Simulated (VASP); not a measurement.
MgBe2SeO2: single point with PBE

The system is MgBe2SeO2.

```
Mg Be Se O
1.0
     3.98279    0.00000    0.00000
    -1.99139    3.44920    0.00000
     0.00000    0.00000    5.70654
Mg Be Se O
1 2 1 2
Direct
  0.33333 0.66667 0.50000
  0.66667 0.33333 0.00000
  0.00000 0.00000 0.50000
  0.33333 0.66667 0.00000
  0.66667 0.33333 0.29562
  0.66667 0.33333 0.70438
```

| Property | Result |
| --- | --- |
| Program | VASP 6.6.1 |
| Task | single point |
| Functional | PBE |
| Potentials or basis | VASP PAW PBE potentials, release 64 (Mg, Be, Se, O) |
| Cutoff | 520 eV |
| k mesh | 6 × 6 × 4 |
| Occupations | gaussian, width 0.1 eV |
| Spin | collinear spin, ferromagnetic start |
| Starting moments | [0.0, 0.0, 0.0, 0.0, 1.0, 1.0] μB |
| Dipole correction | no |
| Further INCAR settings | ALGO = Normal; EDIFF = 1e-06; NBANDS = 25 |

* Pressure: 0.0 GPa
* Largest force: 0.031 eV/Å
* Band gap on the k mesh: zero (filled and empty bands overlap)
* Net moment: 0.00 μB per cell
* Valence electrons inside the program's atomic spheres: Mg 0.34; Be 1.04, 0.72; Se 3.90; O 4.87

Forces on the atoms (eV/Å):
```
Mg   0.000  0.000  0.000
Be   0.000  0.000  0.000
Be   0.000  0.000  0.000
Se   0.000  0.000  0.000
O    0.000  0.000  0.031
O    0.000  0.000 -0.031
```

Stress tensor (GPa, compression positive):
```
-0.08  0.00  0.00
 0.00 -0.08  0.00
 0.00  0.00  0.09
```

Levels at points of the mesh, in eV from the Fermi level:
Spin up:
```
           k point  band 9  band 10  band 11  band 12  band 13  band 14  band 15  band 16
(0.00, 0.00, 0.00)   -2.31    -1.76    -1.54    -0.83    -0.83     2.51     2.51     3.92
(0.50, 0.00, 0.00)   -2.42    -2.40    -0.98    -0.29     0.35     1.53     3.07     3.38
(0.00, 0.00, 0.50)   -3.20    -2.22    -0.34    -0.34     0.83     1.95     2.09     2.09
(0.50, 0.00, 0.50)   -2.80    -1.71    -0.51    -0.25     0.97     1.60     3.12     3.71
```
Spin down:
```tsv
k point	band 8	band 9	band 10	band 11	band 12	band 13	band 14	band 15	band 16	band 17
(0.00, 0.00, 0.00)	-2.31	-2.31	-1.76	-1.54	-0.83	-0.83	2.51	2.51	3.92	5.25
(0.50, 0.00, 0.00)	-2.54	-2.42	-2.40	-0.98	-0.29	0.35	1.53	3.07	3.38	4.92
(0.00, 0.00, 0.50)	-3.20	-3.20	-2.22	-0.34	-0.34	0.83	1.95	2.09	2.09	5.81
(0.50, 0.00, 0.50)	-3.84	-2.80	-1.71	-0.51	-0.25	0.97	1.60	3.12	3.71	5.45
```

Wall time 48 s on 1 thread of AMD EPYC 9R45 96-Core Processor (Zen 5), on a shared host, peak memory 0.23 GiB.
